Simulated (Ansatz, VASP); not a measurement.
**SnSe: VASP beside Ansatz**

```
Sn Se
1.0
     4.36101    0.00000    0.00000
     0.00000    4.36101    0.00000
     0.00000    0.00000    5.87410
Sn Se
2 2
Direct
  0.50000 0.00000 0.25002
  0.00000 0.50000 0.74998
  0.50000 0.00000 0.74998
  0.00000 0.50000 0.25002
```

Alike in both runs: task single point; functional PBEsol; dispersion D3(BJ); k mesh 8 × 8 × 6; occupations gaussian, width 0.03 eV; no spin polarisation.

|  | VASP | Ansatz |
| --- | --- | --- |
| version | VASP 6.6.1 | Ansatz 0.2.0 |
| potentials or method | VASP PAW PBE potentials, release 64 (Sn_d, Se), cutoff 520 eV | scalar-relativistic, plane waves, PAW |
| valence electrons in the cell | 40 | 60 |

|  | VASP | Ansatz | Ansatz less VASP |
| --- | --- | --- | --- |
| gap on the k mesh at the Fermi level (eV) | 0.38 | 0.38 | 0.000 |
| least direct gap on the mesh (eV) | 0.55 | 0.55 | 0.000 |
| pressure (GPa) | -4.5 | -4.5 | -0.01 |
| traceless stress, the component that is largest in VASP (GPa) | 3.75 | 3.72 | -0.022 |

VASP's potentials were made for PBE, not for PBEsol. VASP's potentials hold 40 valence electrons a cell and Ansatz's 60, so a difference there can come from the potentials and not from the codes.
